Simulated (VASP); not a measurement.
# MgO (Cmc2_1) in VASP: a series of runs

MgO is run at these levels: PBE, r2SCAN; tasks: single point.

Program: VASP 6.6.1. These are calculated values, not measurements. Logs are shortened: lines on timing, memory, paths and dates and some standing lists are left out, and cuts for length are marked.

**1. The cell of the first run**

The structure is orthorhombic, space group Cmc2_1 (No. 36). The conventional cell has a = 3.222 Å, b = 5.695 Å, c = 5.034 Å, α = 90.00°, β = 90.00°, γ = 90.00°. Within 2.6 Å of Mg (site symmetry m) lie 4 O at 1.96 to 1.97 Å. O (site symmetry m) has 4 Mg at 1.96 to 1.97 Å within 2.6 Å.

**2. Single point, PBE (uniaxial x strain -2.0%)**

Input file INCAR:

```
ALGO = Normal ; EDIFF = 1E-6
ENCUT = 520 ; GGA = PE
ISIF = 2 ; ISMEAR = -1
LASPH = True ; LCHARG = False
LREAL = False ; LWAVE = False
NBANDS = 16 ; NELM = 100
PREC = Accurate ; SIGMA = 0.02
```

Input file KPOINTS:

```
k-points
0
Gamma
  12 12 6
```

Input file POSCAR:

```
MgO
1.0
    3.2224529085      0.0000000000      0.0000000000
   -1.6112264543      2.8476796748      0.0000000000
    0.0000000000      0.0000000000      5.0343661375
Mg O
2 2
Direct
    0.3346460217      0.6692920434     -0.0086420042
    0.6653539783      0.3307079566      0.4913579958
    0.3349960298      0.6699920597      0.3836420042
    0.6650039702      0.3300079403      0.8836420042
```

Potentials or basis: VASP PAW PBE potentials, release 64 (Mg, O).

Run with:

```
$ cat potpaw_PBE.64/Mg/POTCAR potpaw_PBE.64/O/POTCAR > POTCAR
$ mpirun -np 1 vasp_std > vasp.out
```

OUTCAR:

```text
EDIFF = 1E-6
   ENCUT = 520
   GGA = PE
   ISIF = 2
   ISMEAR = -1
   LASPH = True
   LREAL = False
   NELM = 100
   PREC = Accurate

 ion  position               nearest neighbor table
   1  0.335  0.669  0.991-   4 1.96   4 1.96   4 1.96   3 1.97   2 3.14   2 3.14   2 3.14   2 3.14
                             2 3.14   2 3.14
   2  0.665  0.331  0.491-   3 1.96   3 1.96   3 1.96   4 1.97   1 3.14   1 3.14   1 3.14   1 3.14
                             1 3.14   1 3.14
   3  0.335  0.670  0.384-   2 1.96   2 1.96   2 1.96   1 1.97
   4  0.665  0.330  0.884-   1 1.96   1 1.96   1 1.96   2 1.97

  LATTYP: Found a base centered orthorhombic cell.
 ALAT       =     3.2224529085
 B/A-ratio  =     1.7673987833
 C/A-ratio  =     1.5622776439

  Lattice vectors:

 A1 = (   1.6112264543,  -2.8476796748,   0.0000000000)
 A2 = (   1.6112264542,   2.8476796748,   0.0000000000)
 A3 = (   0.0000000000,   0.0000000000,   5.0343661375)

Analysis of symmetry for initial positions (statically):
=====================================================================
 Subroutine PRICEL returns:
 Original cell was already a primitive cell.

 Routine SETGRP: Setting up the symmetry group for a
 base centered orthorhombic supercell.

 Subroutine GETGRP returns: Found  4 space group operations
 (whereof  2 operations were pure point group operations)
 out of a pool of  8 trial point group operations.

The static configuration has the point symmetry C_1h.
 The point group associated with its full space group is C_2v.

Analysis of symmetry for dynamics (positions and initial velocities):
=====================================================================
 Subroutine PRICEL returns:
 Original cell was already a primitive cell.

 Routine SETGRP: Setting up the symmetry group for a
 base centered orthorhombic supercell.

 Subroutine GETGRP returns: Found  4 space group operations
 (whereof  2 operations were pure point group operations)
 out of a pool of  8 trial point group operations.

The dynamic configuration has the point symmetry C_1h.
 The point group associated with its full space group is C_2v.

 Subroutine INISYM returns: Found  4 space group operations
 (whereof  2 operations are pure point group operations),
 and found     1 'primitive' translations

----------------------------------------------------------------------------------------

                                     Primitive cell

  volume of cell :      46.1979

  direct lattice vectors                    reciprocal lattice vectors
     3.222452909  0.000000000  0.000000000     0.310322611  0.175581546  0.000000000
    -1.611226454  2.847679675  0.000000000     0.000000000  0.351163092  0.000000000
     0.000000000  0.000000000  5.034366138     0.000000000  0.000000000  0.198634738

  length of vectors
     3.222452909  3.271900093  5.034366138     0.356551542  0.351163092  0.198634738

  position of ions in fractional coordinates (direct lattice)
     0.334646022  0.669292043  0.991357996
     0.665353978  0.330707957  0.491357996
     0.334996030  0.669992060  0.383642004
     0.665003970  0.330007940  0.883642004

  ion indices of the primitive-cell ions
   primitive index   ion index
                 1           1
                 2           2
                 3           3
                 4           4

----------------------------------------------------------------------------------------

 KPOINTS: k-points

Automatic generation of k-mesh.
 Grid dimensions read from file:
 generate k-points for:   12   12    6

 Generating k-lattice:

  Cartesian coordinates                     Fractional coordinates (reciprocal lattice)
     0.025860218  0.014631796  0.000000000     0.083333333  0.000000000  0.000000000
     0.000000000  0.029263591  0.000000000     0.000000000  0.083333333  0.000000000
     0.000000000  0.000000000  0.033105790     0.000000000  0.000000000  0.166666667

  Length of vectors
     0.029712629  0.029263591  0.033105790

  Shift w.r.t. Gamma in fractional coordinates (k-lattice)
     0.000000000  0.000000000  0.000000000

 Subroutine IBZKPT returns following result:
 ===========================================

 Found    172 irreducible k-points:

 Following reciprocal coordinates:
            Coordinates               Weight
  0.000000  0.000000  0.000000      1.000000
  0.083333 -0.000000  0.000000      4.000000
  0.166667 -0.000000  0.000000      4.000000
  0.250000 -0.000000  0.000000      4.000000
  0.333333 -0.000000  0.000000      4.000000
  0.416667 -0.000000  0.000000      4.000000
[... 16 lines left out ...]
  0.333333  0.166667  0.000000      4.000000
  0.416667  0.166667  0.000000      4.000000
 [... further k-points ...]
   k-points           NKPTS =    172   k-points in BZ     NKDIM =    172   number of bands    NBANDS=     16
   number of dos      NEDOS =    301   number of ions     NIONS =      4
   total plane-waves  NPLWV =  23040
   dimension x,y,z NGX =    24 NGY =   24 NGZ =   40
   dimension x,y,z NGXF=    48 NGYF=   48 NGZF=   80
   ions per type =               2   2
   NGX,Y,Z   is equivalent  to a cutoff of  12.38, 12.19, 13.21 a.u.
   NGXF,Y,Z  is equivalent  to a cutoff of  24.76, 24.39, 26.42 a.u.
 SYSTEM =  unknown system
   PREC   = accura    normal or accurate (medium, high low for compatibility)
   ISTART =      0    job   : 0-new  1-cont  2-samecut
   ICHARG =      2    charge: 1-file 2-atom 10-const
   ISPIN  =      1    spin polarized calculation?
   LNONCOLLINEAR =      F non collinear calculations
   LSORBIT =      F    spin-orbit coupling
   LASPH  =      T    aspherical Exc in radial PAW
   ENCUT  =  520.0 eV  38.22 Ry    6.18 a.u.   5.99  6.08  9.36*2*pi/ulx,y,z
   NELM   =    100;   NELMIN=  2; NELMDL= -5     # of ELM steps
   EDIFF  = 0.1E-05   stopping-criterion for ELM
   LREAL  =      F    real-space projection
   EDIFFG = 0.1E-04   stopping-criterion for IOM
   NSW    =      0    number of steps for IOM
   IBRION =     -1    ionic relax: 0-MD 1-quasi-New 2-CG
   NFREE  =      0    steps in history (QN), initial steepest desc. (CG)
   ISIF   =      2    stress and relaxation
   ISYM   =      2    0-nonsym 1-usesym 2-fastsym
   POTIM  = 0.5000    time-step for ionic-motion
   TEBEG  =    0.0;   TEEND  =   0.0 temperature during run
   PSTRESS=    0.0 pullay stress
   NELECT =      16.0000    total number of electrons
   NUPDOWN=      -1.0000    fix difference up-down
   EMIN   =  10.00;   EMAX   =-10.00  energy-range for DOS
   EFERMI =   0.00;   METHOD = LEGACY
   ISMEAR =    -1;   SIGMA  =   0.02  broadening in eV -4-tet -1-fermi 0-gaus
   EFERMI_NEDOS =   21; number of points for ismear=-14 and -15
   IALGO  =     38    algorithm
   IMIX   =      4    mixing-type and parameters
     AMIX     =   0.40;   BMIX     =  1.00
     AMIX_MAG =   1.60;   BMIX_MAG =  1.00
  volume/ion in A,a.u.               =      11.55        77.94
  Fermi-wavevector in a.u.,A,eV,Ry     =   1.149672  2.172565 17.983445  1.321746
  Thomas-Fermi vector in A             =   2.286340
   LORBIT       =      0    0 simple, 1 ext, 2 COOP (PROOUT), +10 PAW based schemes
   GGA     = PE    functional components
   LHFCALC =     F    Hartree Fock is set to
   AEXX    =    0.0000 exact exchange contribution
   IVDW    =     0    specifies the selected vdW correction
   LEPSILON=     F    determine dielectric tensor
   LRPA    =     F    only Hartree local field effects (RPA)
 non-spin polarized calculation
  energy-cutoff  :      520.00
  volume of cell :       46.20
 maximum number of plane-waves:      1264
   NGX = 11   NGY = 13   NGZ = 19

 number of electron      16.0000007 magnetization

 Free energy of the ion-electron system (eV)
  ---------------------------------------------------
  ext. energy  EPLUGINS =         0.00000000
  ---------------------------------------------------
  free energy    TOTEN  =       -23.48419898 eV

  energy without entropy =      -23.48419898  energy(sigma->0) =      -23.48419898

 E-fermi :   1.5928     XC(G=0):  -9.8359

 val. band max:        1.1732631940   @ k =   0.0000   0.0000   0.0000
 cond. band min:       4.8592396547   @ k =   0.0000   0.0000   0.0000
 fundamental gap:      3.6859764607
 Fermi energy:         1.5927599330

 k-point     1 :       0.0000    0.0000    0.0000
  band No.  band energies     occupation
      1     -15.0696      2.00000
      2     -14.2665      2.00000
      3      -2.1191      2.00000
      4       0.4969      2.00000
      5       0.6031      2.00000
      6       0.8097      2.00000
[... 8 lines left out ...]
     15      18.0327      0.00000
     16      18.2878      0.00000

 k-point     2 :       0.0833   -0.0000    0.0000
  band No.  band energies     occupation
      1     -15.0319      2.00000
      2     -14.2519      2.00000
      3      -2.0475      2.00000
      4       0.3842      2.00000
      5       0.4801      2.00000
      6       0.6301      2.00000
[... 8 lines left out ...]
     15      18.1557      0.00000
     16      18.2619      0.00000

 k-point     3 :       0.1667   -0.0000    0.0000
  band No.  band energies     occupation
      1     -14.9256      2.00000
      2     -14.2137      2.00000
      3      -1.8402      2.00000
      4      -0.1502      2.00000
      5       0.1927      2.00000
      6       0.3574      2.00000
[... 8 lines left out ...]
     15      17.2210      0.00000
     16      17.3599      0.00000

 k-point     4 :       0.2500   -0.0000    0.0000
  band No.  band energies     occupation
      1     -14.7700      2.00000
      2     -14.1673      2.00000
      3      -1.5214      2.00000
      4      -0.8127      2.00000
      5      -0.2440      2.00000
      6       0.2106      2.00000
[... 8 lines left out ...]
     15      16.4824      0.00000
     16      16.9493      0.00000

 k-point     5 :       0.3333   -0.0000    0.0000
  band No.  band energies     occupation
      1     -14.5961      2.00000
      2     -14.1334      2.00000
      3      -1.3996      2.00000
      4      -1.1136      2.00000
      5      -0.6276      2.00000
      6       0.0826      2.00000
[... 8 lines left out ...]
     15      16.0053      0.00000
     16      17.2114      0.00000

 k-point     6 :       0.4167   -0.0000    0.0000
  band No.  band energies     occupation
      1     -14.4458      2.00000
      2     -14.1278      2.00000
      3      -1.7662      2.00000
      4      -0.9246      2.00000
      5      -0.6993      2.00000
      6      -0.0042      2.00000
[... 8 lines left out ...]
     15      15.7583      0.00000
     16      17.4723      0.00000
[... 267 lines left out ...]
 k-point    21 :       0.1667    0.1667    0.0000
  band No.  band energies     occupation
      1     -14.6953      2.00000
      2     -14.1542      2.00000
      3      -1.3572      2.00000
      4      -0.9563      2.00000
      5      -0.5406      2.00000
      6       0.2463      2.00000
[... 8 lines left out ...]
     15      16.0214      0.00000
     16      17.5133      0.00000

 k-point    22 :       0.2500    0.1667    0.0000
  band No.  band energies     occupation
      1     -14.5366      2.00000
      2     -14.1309      2.00000
      3      -1.3517      2.00000
      4      -1.0100      2.00000
      5      -0.7125      2.00000
      6      -0.0205      2.00000
[... 8 lines left out ...]
     15      15.6868      0.00000
     16      17.5799      0.00000

 k-point    23 :       0.3333    0.1667    0.0000
  band No.  band energies     occupation
      1     -14.3953      2.00000
      2     -14.1331      2.00000
      3      -1.6327      2.00000
      4      -0.8679      2.00000
      5      -0.5631      2.00000
      6      -0.2703      2.00000
[... 8 lines left out ...]
     15      15.4416      0.00000
     16      17.5218      0.00000

 k-point    24 :       0.4167    0.1667    0.0000
  band No.  band energies     occupation
      1     -14.3267      2.00000
      2     -14.1463      2.00000
      3      -1.7397      2.00000
      4      -0.8676      2.00000
      5      -0.4545      2.00000
      6      -0.2918      2.00000
[... 8 lines left out ...]
     15      15.3668      0.00000
     16      17.4987      0.00000

 [... further k-points ...]

------------------------ aborting loop because EDIFF is reached ----------------------------------------

  FORCE on cell =-STRESS in cart. coord.  units (eV):
  Direction    XX          YY          ZZ          XY          YZ          ZX
  --------------------------------------------------------------------------------------
  -------------------------------------------------------------------------------------
  Total        2.2525483      1.6903092      1.6141115     -0.0000000      0.0000000      0.0000000
  in kB       78.1199912     58.6211360     55.9785428     -0.0000000      0.0000000      0.0000000
  external PRESSURE =      64.2398900 kB  Pullay stress =       0.0000000 kB

 VOLUME and BASIS-vectors are now :
 -----------------------------------------------------------------------------
  energy-cutoff  :      520.00
  volume of cell :       46.20
      direct lattice vectors                 reciprocal lattice vectors
     3.222452909  0.000000000  0.000000000     0.310322611  0.175581546  0.000000000
    -1.611226454  2.847679675  0.000000000     0.000000000  0.351163092  0.000000000
     0.000000000  0.000000000  5.034366138     0.000000000  0.000000000  0.198634738

 POSITION                                       TOTAL-FORCE (eV/Angst)
 -----------------------------------------------------------------------------------
     -0.00000      1.90593      4.99086        -0.000000      0.004270     -0.009994
      1.61123      0.94175      2.47368         0.000000     -0.004270     -0.009994
     -0.00000      1.90792      1.93139        -0.000000      0.008201      0.009994
      1.61123      0.93976      4.44858         0.000000     -0.008201      0.009994
 -----------------------------------------------------------------------------------
    total drift:                               -0.000000     -0.000000      0.001145

  FREE ENERGIE OF THE ION-ELECTRON SYSTEM (eV)
  ---------------------------------------------------
  free  energy   TOTEN  =       -23.4841989810 eV

  energy  without entropy=      -23.4841989810  energy(sigma->0) =      -23.48419898
```

It took 93 s on 1 thread of Intel Xeon 8259CL, shared host; peak memory 0.25 GiB.

Results:

| Item | Value |
| --- | --- |
| Free energy | -23.4842 eV |
| Pressure | 6.4 GPa |
| Largest force | 0.013 eV/Å |
| Band gap on the k mesh | 3.69 eV |

Forces on the atoms (eV/Å):
```
Mg   0.000  0.004 -0.010
Mg   0.000 -0.004 -0.010
O    0.000  0.008  0.010
O    0.000 -0.008  0.010
```

Caveat: the cell differs from its parent crystal (uniaxial x strain -2.0%); the cell stands under pressure.

(Part 1 of 2 ends here.)
